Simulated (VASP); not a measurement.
Input of a VASP 6.6.1 run:

Contents of INCAR:

```
SYSTEM = BN
  PREC = Accurate
  ENCUT = 520
  EDIFF = 1E-6
  ISMEAR = -1
  SIGMA = 0.05
  LREAL = .False.
  LASPH = .True.
  NELM = 100
  ALGO = Normal
  ISIF = 2
  LWAVE = .False.
  LCHARG = .False.
  GGA = CA
  NBANDS = 11
```

KPOINTS

```
Automatic mesh
0
Gamma
  12 12 12
  0 0 0
```

POSCAR

```
BN
1.0
    1.2675858000      0.7318410028      3.4173202092
   -1.2675858000      0.7318410028      3.4173202092
    0.0000000000     -1.4636820056      3.4173202092
N B
1 1
Direct
    0.6672382000      0.6672382000      0.6672382000
    0.0003288000      0.0003288000      0.0003288000
```

Potentials or basis: VASP PAW LDA potentials, release 64 (N, B).

Launch:

```sh
$ cat potpaw_LDA.64/N/POTCAR potpaw_LDA.64/B/POTCAR > POTCAR
$ mpirun -np 1 vasp_std > vasp.out
```

Task: Predict the largest force.

Result: 0.005 eV/Å.

Task: What does it give for the pressure?

Result: -12.4 GPa.

Task: Predict the band gap on the k mesh.

Result: 4.05 eV, indirect (least direct gap 4.46 eV).

Stress tensor (GPa, compression positive):
```
-17.92   0.00   0.00
  0.00 -17.92   0.00
  0.00   0.00  -1.27
```

A k mesh can miss the band edges. LDA gaps usually lie below the measured ones, often by a third to a half.
